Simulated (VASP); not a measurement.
# Bi7Sb: single point with PBE+D3(BJ)

The system is Bi7Sb.

```
CELL_PARAMETERS angstrom
-4.50318 -2.59991 3.90189
4.50318 -2.59991 3.90189
0.00000 5.19982 3.90189
ATOMIC_POSITIONS crystal
Sb 0.23384 0.23384 0.23384
Bi 0.73597 0.73597 0.23777
Bi 0.73597 0.23777 0.73597
Bi 0.23777 0.73597 0.73597
Bi 0.76329 0.76329 0.76329
Bi 0.26181 0.26181 0.76956
Bi 0.26181 0.76956 0.26181
Bi 0.76956 0.26181 0.26181
```

```yaml
Program: VASP 6.6.1
Task: single point
Functional: PBE
Dispersion: D3(BJ)
Potentials_or_basis: VASP PAW PBE potentials, release 64 (Sb, Bi_d)
Cutoff: 520 eV
k_mesh: 6 × 6 × 6
Occupations: gaussian, width 0.02 eV
Spin: no spin polarisation
```

The pressure is -0.1 GPa and the largest force is 0.012 eV/Å. The band gap on the k mesh is zero (bands 55 and 56 overlap by 0.16 eV) and the dispersion energy per atom is -0.460 eV.

Forces on the atoms (eV/Å):
```
Sb   0.000  0.000  0.012
Bi   0.000  0.000  0.006
Bi   0.000  0.000  0.006
Bi   0.000  0.000  0.006
Bi   0.000  0.000 -0.007
Bi   0.000 -0.001 -0.008
Bi  -0.001  0.001 -0.008
Bi   0.001  0.001 -0.008
```

Levels at points of the mesh, in eV from the Fermi level:
```
           k point  band 52  band 53  band 54  band 55  band 56  band 57  band 58  band 59
(0.00, 0.00, 0.00)    -2.91    -1.51    -1.19    -1.19     2.37     2.41     2.41     2.76
(0.50, 0.00, 0.00)    -1.58    -1.50    -0.33    -0.22     0.74     0.81     2.07     2.24
(0.50, 0.50, 0.00)    -1.08    -0.99    -0.83    -0.73     0.98     1.01     1.09     1.12
(0.50, 0.50, 0.50)    -0.51    -0.28    -0.25    -0.25    -0.17    -0.17     0.07     0.44
```

Wall time 4.1 min on 1 thread of AMD EPYC 9R45 96-Core Processor (Zen 5), on a shared host, peak memory 0.57 GiB.

Caveat: spin-orbit coupling is left out, which moves the levels of the heavy elements.
